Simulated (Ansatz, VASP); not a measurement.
**NbAs: VASP beside Ansatz**

```xyz
4
Lattice="-1.7597 1.7597 5.9545 1.7597 -1.7597 5.9545 1.7597 1.7597 -5.9545" Properties=species:S:1:pos:R:3 pbc="T T T"
Nb    0.0000    1.7597    0.0000
Nb    0.0000    0.0000    8.9318
As    0.0000    1.7597    4.9542
As    0.0000    0.0000    1.9769
```

Change from the starting cell: volume scaled by 1.06.

Alike in both runs: task single point; functional LDA; k mesh 11 × 11 × 11; occupations fermi-dirac, width 0.05 eV; no spin polarisation.

|  | VASP | Ansatz |
| --- | --- | --- |
| version | VASP 6.6.1 | Ansatz 0.2.0 |
| potentials or method | VASP PAW LDA potentials, release 64 (Nb_sv, As), cutoff 520 eV | all-electron LAPW, scalar-relativistic |

```tsv
	VASP	Ansatz	Ansatz less VASP
gap on the k mesh at the Fermi level (eV)	none	none	-
pressure (GPa)	-13.6	-13.8	-0.22
traceless stress, the component that is largest in VASP (GPa)	1.58	1.63	+0.047
rms of the force components (eV/Å)	0.122	0.120	-0.0017
```

LDA's correlation is that of Perdew and Zunger in VASP and of Perdew and Wang (1992) in Ansatz. Atom by atom the forces differ by 0.002 eV/Å (rms over components). A gap of «none» marks a metal or a gap that the smearing closes. Ansatz ran all-electron here, and VASP with PAW potentials.
